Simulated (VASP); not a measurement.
Na2Nb, 6 atoms in the cell. Symmetry: I4/mcm, No. 140, tetragonal system. Conventional cell: a = 8.625 Å, b = 8.625 Å, c = 4.739 Å, α = 90.00°, β = 90.00°, γ = 90.00°. Na (site symmetry m2m) has 7 Na at 3.23 to 3.90 Å and 4 Nb at 3.45 Å within 4.3 Å. Within 3.1 Å of Nb (site symmetry 422) lie 2 Nb at 2.37 Å. 

- Program: VASP 6.6.1
- Task: single point
- Functional: PBE
- Potentials or basis: VASP PAW PBE potentials, release 64 (Na_pv, Nb_sv)
- Cutoff: 520 eV
- k mesh: 4 × 4 × 4
- Occupations: gaussian, width 0.1 eV
- Spin: no spin polarisation
- Dipole correction: no
- Further INCAR settings: ALGO = Normal; EDIFF = 1e-07; NBANDS = 36

Potentials or basis: VASP PAW PBE potentials, release 64 (Na_pv, Nb_sv).

Command:

```console
$ cat potpaw_PBE.64/Na_pv/POTCAR potpaw_PBE.64/Nb_sv/POTCAR > POTCAR
$ mpirun -np 1 vasp_std > vasp.out
```

Hardware: 1 thread of Intel(R) Xeon(R) 6975P-C (Granite Rapids), with other jobs on the host.

Q: How long does it take, and how much memory?

A: It took 55 s on 1 thread of Intel(R) Xeon(R) 6975P-C (Granite Rapids) (shared host), peak memory 0.36 GiB. Counts: scf iterations 14, k points 13.
